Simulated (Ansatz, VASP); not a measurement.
## Mg7CuO8: VASP beside Ansatz

The input INCAR:

```
PREC = Accurate ; ENCUT = 520
EDIFF = 1E-6 ; ISMEAR = -1
SIGMA = 0.01 ; LREAL = Auto
LASPH = T ; NELM = 150
ALGO = Normal ; ISIF = 2
LWAVE = F ; LCHARG = T
ISPIN = 2 ; MAGMOM = 0 0 0 0 0 0 0 1 0 0 0 0 0 0 0 0
LORBIT = 11 ; LMAXMIX = 4
GGA = PE ; LELF = T
LVHAR = T ; NBANDS = 54
```

Contents of KPOINTS:

```
Automatic mesh
0
Gamma
  2 2 2
```

POSCAR

```
Mg7CuO8
1.0
    0.0000000000      4.3554000000      4.3554000000
    4.3554000000      0.0000000000      4.3554000000
    4.3554000000      4.3554000000      0.0000000000
Mg Cu O
7 1 8
Direct
    0.0000000000      0.0000000000      0.0000000000
    0.0000000000      0.0000000000      0.5000000000
    0.0000000000      0.5000000000      0.0000000000
    0.0000000000      0.5000000000      0.5000000000
    0.5000000000      0.0000000000      0.5000000000
    0.5000000000      0.5000000000      0.0000000000
    0.5000000000      0.5000000000      0.5000000000
    0.5000000000      0.0000000000      0.0000000000
    0.2500000000      0.2500000000      0.2500000000
    0.2500000000      0.2500000000      0.7500000000
    0.2500000000      0.7500000000      0.2500000000
    0.2500000000      0.7500000000      0.7500000000
    0.7500000000      0.2500000000      0.2500000000
    0.7500000000      0.2500000000      0.7500000000
    0.7500000000      0.7500000000      0.2500000000
    0.7500000000      0.7500000000      0.7500000000
```

Input for Ansatz:

```yaml
crystal:
  lattice:
    - [0.0, 4.3554, 4.3554]
    - [4.3554, 0.0, 4.3554]
    - [4.3554, 4.3554, 0.0]
  atoms:
    - { symbol: Mg, position: [0.0, 0.0, 0.0] }
    - { symbol: Mg, position: [0.0, 0.0, 0.5] }
    - { symbol: Mg, position: [0.0, 0.5, 0.0] }
    - { symbol: Mg, position: [0.0, 0.5, 0.5] }
    - { symbol: Cu, position: [0.5, 0.0, 0.0], spin: 1.0 }
    - { symbol: Mg, position: [0.5, 0.0, 0.5] }
    - { symbol: Mg, position: [0.5, 0.5, 0.0] }
    - { symbol: Mg, position: [0.5, 0.5, 0.5] }
    - { symbol: O, position: [0.25, 0.25, 0.25] }
    - { symbol: O, position: [0.25, 0.25, 0.75] }
    - { symbol: O, position: [0.25, 0.75, 0.25] }
    - { symbol: O, position: [0.25, 0.75, 0.75] }
    - { symbol: O, position: [0.75, 0.25, 0.25] }
    - { symbol: O, position: [0.75, 0.25, 0.75] }
    - { symbol: O, position: [0.75, 0.75, 0.25] }
    - { symbol: O, position: [0.75, 0.75, 0.75] }
magnetization:
  spin_polarized: true
hamiltonian:
  xc: pbe
  pseudopotentials: { kind: paw }
basis:
  ecutwfc: 420
kpoints:
  mp_grid: { grid: [2, 2, 2] }
scf:
  occupations: { method: fermi_dirac, width: 0.01 }
  lower_state_search: "off"
output:
  forces: true
  stress: true
  write_density: true
  write_potential: true
  elf: true
  volumetric_format: npy
```

Alike in both runs: task single point; functional PBE; k mesh 2 × 2 × 2; occupations fermi-dirac, width 0.01 eV; collinear spin.

|  | VASP | Ansatz |
| --- | --- | --- |
| version | VASP 6.6.1 | Ansatz 0.2.0 |
| potentials or method | VASP PAW PBE potentials, release 64 (Mg, Cu, O), cutoff 520 eV | PAW, plane waves, scalar-relativistic |
| valence electrons in the cell | 73 | 137 |

VASP gave:

- pressure (GPa): -9.5
- rms of the force components (eV/Å): 0.146
- net moment per atom (μB): 0.06
- size of the moment on the site where the two differ most (μB): 0.59

**Question.** What did Ansatz give for the same quantities?

**Answer.** Pressure (GPa): -8.9; rms of the force components (eV/Å): 0.138; net moment per atom (μB): 0.06; size of the moment on the site where the two differ most (μB): 0.60.

Site moments also hang on the region over which each program counts them. VASP's potentials hold 73 valence electrons a cell and Ansatz's 137, so a difference there can come from the potentials and not from the codes.

The k mesh is coarse, so the values compare programs but aren't converged.
